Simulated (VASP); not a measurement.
# Al3Cu2 (P-3m1) in VASP: further runs

The runs below take Al3Cu2 through relaxation of shape and atoms at fixed volume, with r2SCAN.

Everything below comes from runs of VASP 6.6.1. Logs are shortened: lines on timing, memory, paths and dates and some standing lists are left out, and cuts for length are marked.

### 1 The cell of the first run

It takes space group P-3m1 (No. 164, trigonal). Conventional cell: a = 3.929 Å, b = 3.929 Å, c = 4.785 Å, α = 90.00°, β = 90.00°, γ = 120.00°. Al (site symmetry -3m) has 6 Cu at 2.39 Å and 6 Al at 2.83 Å within 3.2 Å. Al (site symmetry 3m) has 5 Cu at 2.35 to 2.45 Å and 6 Al at 2.68 to 2.83 Å within 3.1 Å. Within 3.1 Å of Cu (site symmetry 3m) lie 8 Al at 2.35 to 2.45 Å and 3 Cu at 2.73 Å.

### 2 Relaxation of shape and atoms at fixed volume, r2SCAN (12.80 Å³/atom)

POSCAR reads:

```
Al3Cu2
1.0
    3.9291981374      0.0000000000      0.0000000000
   -1.9645990687      3.4027854035      0.0000000000
    0.0000000000      0.0000000000      4.7853615079
Al Cu
3 2
Direct
    0.0000000000      0.0000000000      0.0000000000
    0.3333333333      0.6666666667      0.3518714558
    0.6666666667      0.3333333333      0.6481285442
    0.3333333333      0.6666666667      0.8419556697
    0.6666666667      0.3333333333      0.1580443303
```

INCAR.step1 reads:

```
SYSTEM = Al3Cu2
  PREC = Accurate
  ENCUT = 600
  ISMEAR = 0
  SIGMA = 0.1
  LREAL = .FALSE.
  LASPH = .TRUE.
  NELM = 60
  GGA = PE
  ALGO = Normal
  EDIFF = 1E-4
  LWAVE = .TRUE.
  LCHARG = .FALSE.
```

INCAR.step2 reads:

```
SYSTEM = Al3Cu2
  PREC = Accurate
  ENCUT = 600
  EDIFF = 1E-6
  ISMEAR = 0
  SIGMA = 0.1
  LREAL = .FALSE.
  LASPH = .TRUE.
  NELM = 60
  ALGO = Normal
  ISIF = 4
  LWAVE = .FALSE.
  LCHARG = .FALSE.
  METAGGA = R2SCAN
  LMIXTAU = .TRUE.
  IBRION = 2
  NSW = 50
  EDIFFG = -0.01
  ISTART = 1
```

KPOINTS reads:

```
regular mesh
0
G
  12 12 8
  0 0 0
```

Potentials or basis: VASP PAW PBE potentials, release 64 (Al, Cu).

Command:

```bash
cat potpaw_PBE.64/Al/POTCAR potpaw_PBE.64/Cu/POTCAR > POTCAR
cp INCAR.step1 INCAR
mpirun -np 1 vasp_std > vasp.out
cp INCAR.step2 INCAR
mpirun -np 1 vasp_std > vasp.out
```

OUTCAR:

```text
SYSTEM = Al3Cu2
   PREC = Accurate
   ENCUT = 600
   EDIFF = 1E-6
   ISMEAR = 0
   LREAL = .FALSE.
   LASPH = .TRUE.
   NELM = 60
   ISIF = 4
   METAGGA = R2SCAN
   IBRION = 2
   NSW = 50
   EDIFFG = -0.01
   ISTART = 1

 ion  position               nearest neighbor table
   1  0.000  0.000  0.000-   4 2.39   5 2.39   5 2.39   4 2.39   5 2.39   4 2.39   2 2.83   3 2.83
                             2 2.83   3 2.83   3 2.83   2 2.83
   2  0.333  0.667  0.352-   4 2.35   4 2.44   5 2.45   5 2.45   5 2.45   3 2.68   3 2.68   3 2.68
                             1 2.83   1 2.83   1 2.83
   3  0.667  0.333  0.648-   5 2.35   5 2.44   4 2.45   4 2.45   4 2.45   2 2.68   2 2.68   2 2.68
                             1 2.83   1 2.83   1 2.83
   4  0.333  0.667  0.842-   2 2.35   1 2.39   1 2.39   1 2.39   2 2.44   3 2.45   3 2.45   3 2.45
                             5 2.73   5 2.73   5 2.73
   5  0.667  0.333  0.158-   3 2.35   1 2.39   1 2.39   1 2.39   3 2.44   2 2.45   2 2.45   2 2.45
                             4 2.73   4 2.73   4 2.73

  LATTYP: Found a hexagonal cell.
 ALAT       =     3.9291981374
 C/A-ratio  =     1.2178977340

  Lattice vectors:

 A1 = (   3.9291981374,   0.0000000000,   0.0000000000)
 A2 = (  -1.9645990687,   3.4027854035,   0.0000000000)
 A3 = (   0.0000000000,   0.0000000000,   4.7853615079)

Analysis of symmetry for initial positions (statically):
=====================================================================
 Subroutine PRICEL returns:
 Original cell was already a primitive cell.

 Routine SETGRP: Setting up the symmetry group for a
 hexagonal supercell.

 Subroutine GETGRP returns: Found 12 space group operations
 (whereof 12 operations were pure point group operations)
 out of a pool of 24 trial point group operations.

The static configuration has the point symmetry D_3d.

Analysis of symmetry for dynamics (positions and initial velocities):
=====================================================================
 Subroutine PRICEL returns:
 Original cell was already a primitive cell.

 Routine SETGRP: Setting up the symmetry group for a
 hexagonal supercell.

 Subroutine GETGRP returns: Found 12 space group operations
 (whereof 12 operations were pure point group operations)
 out of a pool of 24 trial point group operations.

The dynamic configuration has the point symmetry D_3d.

 Subroutine INISYM returns: Found 12 space group operations
 (whereof 12 operations are pure point group operations),
 and found     1 'primitive' translations

----------------------------------------------------------------------------------------

                                     Primitive cell

  volume of cell :      63.9813

  direct lattice vectors                    reciprocal lattice vectors
     3.929198137  0.000000000  0.000000000     0.254504854  0.146938446  0.000000000
    -1.964599069  3.402785403  0.000000000     0.000000000  0.293876892  0.000000000
     0.000000000  0.000000000  4.785361508     0.000000000  0.000000000  0.208970628

  length of vectors
     3.929198137  3.929198137  4.785361508     0.293876892  0.293876892  0.208970628

  position of ions in fractional coordinates (direct lattice)
     0.000000000  0.000000000  0.000000000
     0.333333333  0.666666667  0.351871456
     0.666666667  0.333333333  0.648128544
     0.333333333  0.666666667  0.841955670
     0.666666667  0.333333333  0.158044330

  ion indices of the primitive-cell ions
   primitive index   ion index
                 1           1
                 2           2
                 3           3
                 4           4
                 5           5

----------------------------------------------------------------------------------------

 KPOINTS: regular mesh

Automatic generation of k-mesh.
 Grid dimensions read from file:
 generate k-points for:   12   12    8

 Generating k-lattice:

  Cartesian coordinates                     Fractional coordinates (reciprocal lattice)
     0.021208738  0.012244871  0.000000000     0.083333333  0.000000000  0.000000000
     0.000000000  0.024489741  0.000000000     0.000000000  0.083333333  0.000000000
     0.000000000  0.000000000  0.026121329     0.000000000  0.000000000  0.125000000

  Length of vectors
     0.024489741  0.024489741  0.026121329

  Shift w.r.t. Gamma in fractional coordinates (k-lattice)
     0.000000000  0.000000000  0.000000000

 Subroutine IBZKPT returns following result:
 ===========================================

 Found    131 irreducible k-points:

 Following reciprocal coordinates:
            Coordinates               Weight
  0.000000  0.000000  0.000000      1.000000
  0.083333  0.000000  0.000000      6.000000
  0.166667  0.000000  0.000000      6.000000
  0.250000  0.000000  0.000000      6.000000
  0.333333  0.000000  0.000000      6.000000
  0.416667  0.000000  0.000000      6.000000
[... 16 lines left out ...]
  0.166667  0.000000  0.125000      6.000000
  0.000000  0.166667  0.125000      6.000000
 [... further k-points ...]
   k-points           NKPTS =    131   k-points in BZ     NKDIM =    131   number of bands    NBANDS=     19
   number of dos      NEDOS =    301   number of ions     NIONS =      5
   total plane-waves  NPLWV =  40960
   dimension x,y,z NGX =    32 NGY =   32 NGZ =   40
   dimension x,y,z NGXF=    64 NGYF=   64 NGZF=   80
   ions per type =               3   2
   NGX,Y,Z   is equivalent  to a cutoff of  13.54, 13.54, 13.90 a.u.
   NGXF,Y,Z  is equivalent  to a cutoff of  27.08, 27.08, 27.79 a.u.
 SYSTEM =  Al3Cu2
   PREC   = accura    normal or accurate (medium, high low for compatibility)
   ISTART =      1    job   : 0-new  1-cont  2-samecut
   ICHARG =      0    charge: 1-file 2-atom 10-const
   ISPIN  =      1    spin polarized calculation?
   LNONCOLLINEAR =      F non collinear calculations
   LSORBIT =      F    spin-orbit coupling
   LASPH  =      T    aspherical Exc in radial PAW
   ENCUT  =  600.0 eV  44.10 Ry    6.64 a.u.   7.85  7.85  9.56*2*pi/ulx,y,z
   NELM   =     60;   NELMIN=  2; NELMDL=  0     # of ELM steps
   EDIFF  = 0.1E-05   stopping-criterion for ELM
   LREAL  =      F    real-space projection
   EDIFFG = -.1E-01   stopping-criterion for IOM
   NSW    =     50    number of steps for IOM
   IBRION =      2    ionic relax: 0-MD 1-quasi-New 2-CG
   NFREE  =      1    steps in history (QN), initial steepest desc. (CG)
   ISIF   =      4    stress and relaxation
   ISYM   =      2    0-nonsym 1-usesym 2-fastsym
   POTIM  = 0.5000    time-step for ionic-motion
   TEBEG  =    0.0;   TEEND  =   0.0 temperature during run
   PSTRESS=    0.0 pullay stress
   NELECT =      31.0000    total number of electrons
   NUPDOWN=      -1.0000    fix difference up-down
   EMIN   =  10.00;   EMAX   =-10.00  energy-range for DOS
   EFERMI =   0.00;   METHOD = LEGACY
   ISMEAR =     0;   SIGMA  =   0.10  broadening in eV -4-tet -1-fermi 0-gaus
   EFERMI_NEDOS =   21; number of points for ismear=-14 and -15
   IALGO  =     38    algorithm
   IMIX   =      4    mixing-type and parameters
     AMIX     =   0.40;   BMIX     =  1.00
     AMIX_MAG =   1.60;   BMIX_MAG =  1.00
  volume/ion in A,a.u.               =      12.80        86.35
  Fermi-wavevector in a.u.,A,eV,Ry     =   1.285813  2.429833 22.494700  1.653314
  Thomas-Fermi vector in A             =   2.417924
   LORBIT       =      0    0 simple, 1 ext, 2 COOP (PROOUT), +10 PAW based schemes
   METAGGA = R2SCAN    functional components
   LHFCALC =     F    Hartree Fock is set to
   AEXX    =    0.0000 exact exchange contribution
   IVDW    =     0    specifies the selected vdW correction
   LEPSILON=     F    determine dielectric tensor
   LRPA    =     F    only Hartree local field effects (RPA)
 conjugate gradient relaxation of ions
 non-spin polarized calculation
 Gauss-broadening in eV      SIGMA  =   0.10
  energy-cutoff  :      600.00
  volume of cell :       63.98
 maximum number of plane-waves:      2157
   NGX = 15   NGY = 15   NGZ = 19

--------------------------------------- Ionic step        1  -------------------------------------------

 number of electron      31.0000013 magnetization

 Free energy of the ion-electron system (eV)
  ---------------------------------------------------
  ext. energy  EPLUGINS =         0.00000000
  ---------------------------------------------------
  free energy    TOTEN  =       -42.34147723 eV

  energy without entropy =      -42.33668139  energy(sigma->0) =      -42.33907931

------------------------ aborting loop because EDIFF is reached ----------------------------------------

  FORCE on cell =-STRESS in cart. coord.  units (eV):
  Direction    XX          YY          ZZ          XY          YZ          ZX
  --------------------------------------------------------------------------------------
  -------------------------------------------------------------------------------------
  Total        7.8453296      7.8453296      7.9291282      0.0000000     -0.0000000     -0.0000000
  in kB      196.4574641    196.4574641    198.5558923      0.0000000     -0.0000000     -0.0000000
  external PRESSURE =     197.1569402 kB  Pullay stress =       0.0000000 kB
[... 102 lines left out ...]
  energy  without entropy=      -42.3368052426  energy(sigma->0) =      -42.33918345

--------------------------------------- Ionic step        4  -------------------------------------------

 number of electron      31.0000014 magnetization

 Free energy of the ion-electron system (eV)
  ---------------------------------------------------
  ext. energy  EPLUGINS =         0.00000000
  ---------------------------------------------------
  free energy    TOTEN  =       -42.34158193 eV

  energy without entropy =      -42.33682508  energy(sigma->0) =      -42.33920350

 E-fermi :   9.8574     XC(G=0): -12.3662

 val. band max:        9.8319843699   @ k =  -0.0833   0.5000   0.2500
 cond. band min:       9.8584599834   @ k =   0.1667   0.1667   0.2500
 fundamental gap:      0.0264756135
 Fermi energy:         9.8574488372

 k-point     1 :       0.0000    0.0000    0.0000
  band No.  band energies     occupation
      1      -2.9990      2.00000
      2       2.4226      2.00000
      3       3.1011      2.00000
      4       3.5790      2.00000
      5       3.5791      2.00000
      6       3.9648      2.00000
[... 11 lines left out ...]
     18      13.4585      0.00000
     19      13.7902      0.00000
[... 489 lines left out ...]
      3       3.1481      2.00000
      4       3.6442      2.00000
      5       3.6836      2.00000
      6       3.8915      2.00000
[... 11 lines left out ...]
     18      13.2398      0.00000
     19      13.7013      0.00000

 [... further k-points ...]

------------------------ aborting loop because EDIFF is reached ----------------------------------------

  FORCE on cell =-STRESS in cart. coord.  units (eV):
  Direction    XX          YY          ZZ          XY          YZ          ZX
  --------------------------------------------------------------------------------------
  -------------------------------------------------------------------------------------
  Total        7.8308333      7.8308333      7.7987921      0.0000000      0.0000000      0.0000000
  in kB      196.0944572    196.0944572    195.2921024      0.0000000      0.0000000      0.0000000
  external PRESSURE =     195.8270056 kB  Pullay stress =       0.0000000 kB
[... 20 lines left out ...]
  FREE ENERGIE OF THE ION-ELECTRON SYSTEM (eV)
  ---------------------------------------------------
  free  energy   TOTEN  =       -42.3415819300 eV

  energy  without entropy=      -42.3368250759  energy(sigma->0) =      -42.33920350

 reached required accuracy - stopping structural energy minimisation
```

Wall time 41 min (1 thread of Oxide Virtual Turin-like, shared host); peak memory 0.31 GiB.

What came out:

```yaml
Free_energy: -42.3416 eV
Energy_gained_by_relaxing: 0.0 meV/atom
Ionic_steps: 4
Pressure_after_relaxing: 19.6 GPa
Largest_force_after_relaxing: 0.008 eV/Å
Band_gap_on_the_k_mesh: zero (an odd number of electrons rules out a gap without spin polarisation)
```

Forces on the atoms (eV/Å):
```
Al   0.000  0.000  0.000
Al   0.000  0.000 -0.001
Al   0.000  0.000  0.001
Cu   0.000  0.000  0.008
Cu   0.000  0.000 -0.008
```

Stress tensor (GPa, compression positive):
```
19.61  0.00  0.00
 0.00 19.61  0.00
 0.00  0.00 19.53
```

The path:
```tsv
step	energy change (eV)	largest force (eV/Å)	pressure (GPa)	volume (Å³)
1	0.0000	0.0287	19.72	63.98
2	-0.0001	0.0133	19.56	63.98
3	-0.0001	0.0110	19.62	63.98
4	-0.0001	0.0083	19.58	63.98
```

Final structure:
```xyz
5
Lattice="3.9282 0.0000 0.0000 -1.9641 3.4020 0.0000 0.0000 0.0000 4.7877" Properties=species:S:1:pos:R:3 pbc="T T T"
Al   -1.9641    3.4020    0.0000
Al    0.0000    2.2680    1.6869
Al    1.9641    1.1340    3.1008
Cu    0.0000    2.2680    4.0325
Cu    1.9641    1.1340    0.7552
```

Levels at points of the mesh, in eV from the Fermi level:
| k point | band 13 | band 14 | band 15 | band 16 | band 17 | band 18 |
| --- | --- | --- | --- | --- | --- | --- |
| (0.00, 0.00, 0.00) | -4.18 | -0.35 | -0.35 | 1.48 | 1.48 | 3.60 |
| (0.50, 0.00, 0.00) | -3.65 | -3.57 | -3.02 | -0.72 | 0.42 | 0.53 |
| (0.00, 0.00, 0.50) | 1.25 | 1.25 | 1.30 | 1.30 | 1.74 | 2.89 |
| (0.50, 0.00, 0.50) | -4.75 | -4.00 | -2.16 | -0.25 | 0.95 | 1.46 |

Caveat: the PAW data sets were made with another functional, which shifts forces and pressure a little.

[end of part 1 of 2]

The gap in the log of VASP goes by the Fermi energy; the results here count the filled bands.